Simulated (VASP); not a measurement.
The system is Al3N.

```
CELL_PARAMETERS angstrom
4.58821 0.00000 0.00000
0.00000 4.58821 0.00000
0.00000 0.00000 4.58821
ATOMIC_POSITIONS crystal
Al 0.00000 0.50000 0.25000
Al 0.00000 0.50000 0.75000
Al 0.50000 0.75000 0.00000
Al 0.50000 0.25000 0.00000
Al 0.75000 0.00000 0.50000
Al 0.25000 0.00000 0.50000
N 0.50000 0.50000 0.50000
N 0.00000 0.00000 0.00000
```

```yaml
Program: VASP 6.6.1
Task: relaxation of cell and atoms
Functional: PBE
Potentials_or_basis: VASP PAW PBE potentials, release 64 (Al, N)
Cutoff: 600 eV
k_mesh: 4 × 4 × 4
Occupations: gaussian, width 0.2 eV
Spin: no spin polarisation
```

At the start: pressure 16.0 GPa; volume 12.07 Å³/atom.

Q: Where does the relaxation end?

A: Over 3 steps the energy falls by 79.5 meV/atom and the volume is 13.86 Å³/atom (+14.8 %); space group Pm-3n (No. 223, to 0.05 Å).

Step by step:
| step | energy change (eV) | largest force (eV/Å) | pressure (GPa) | volume (Å³) |
| --- | --- | --- | --- | --- |
| 1 | 0.0000 | 0.0000 | 15.96 | 96.59 |
| 2 | -0.6105 | 0.0000 | -2.40 | 114.40 |
| 3 | -0.6362 | 0.0000 | 0.10 | 110.91 |

Final structure:
```
CELL_PARAMETERS angstrom
4.80463 0.00000 0.00000
0.00000 4.80463 0.00000
0.00000 0.00000 4.80463
ATOMIC_POSITIONS crystal
Al 0.00000 0.50000 0.25000
Al 0.00000 0.50000 0.75000
Al 0.50000 0.75000 0.00000
Al 0.50000 0.25000 0.00000
Al 0.75000 0.00000 0.50000
Al 0.25000 0.00000 0.50000
N 0.50000 0.50000 0.50000
N 0.00000 0.00000 0.00000
```
